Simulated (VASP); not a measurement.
The system is CuNi3N.

```
Cu Ni N
1.0
     3.70213    0.00000    0.00000
     0.00000    3.70213    0.00000
     0.00000    0.00000    3.70213
Cu Ni N
1 3 1
Direct
  0.00000 0.00000 0.00000
  0.00000 0.50000 0.50000
  0.50000 0.50000 0.00000
  0.50000 0.00000 0.50000
  0.50000 0.50000 0.50000
```

Base run:

* Program: VASP 6.6.1
* Functional: PBEsol
* Potentials or basis: VASP PAW PBE potentials, release 64 (Cu, Ni, N)
* Cutoff: 520 eV
* k mesh: 7 × 7 × 7
* Occupations: gaussian, width 0.05 eV
* Spin: collinear spin, ferromagnetic start
* Starting moments: [0.0, 1.0, 1.0, 1.0, 0.0] μB
* Hubbard terms: Cu d U = 7.0 eV

Its results: pressure -3.6 GPa; net moment 0.29 μB per cell; site moments Cu -0.00; Ni +0.09; N +0.02 μB.

Q: The run is repeated on the same cell with these changes: hubbard terms from Cu d U = 7.0 eV to Cu d U = 1.0 eV; further incar settings from ALGO = Normal; EDIFF = 1e-07; NBANDS = 35 to ALGO = Normal; EDIFF = 1e-06; NBANDS = 35. What comes out?

A: Pressure -2.8 GPa; net moment 0.34 μB per cell; site moments Cu -0.00; Ni +0.10; N +0.03 μB.

Caveats: the PAW data sets were made with another functional, which shifts forces and pressure a little.
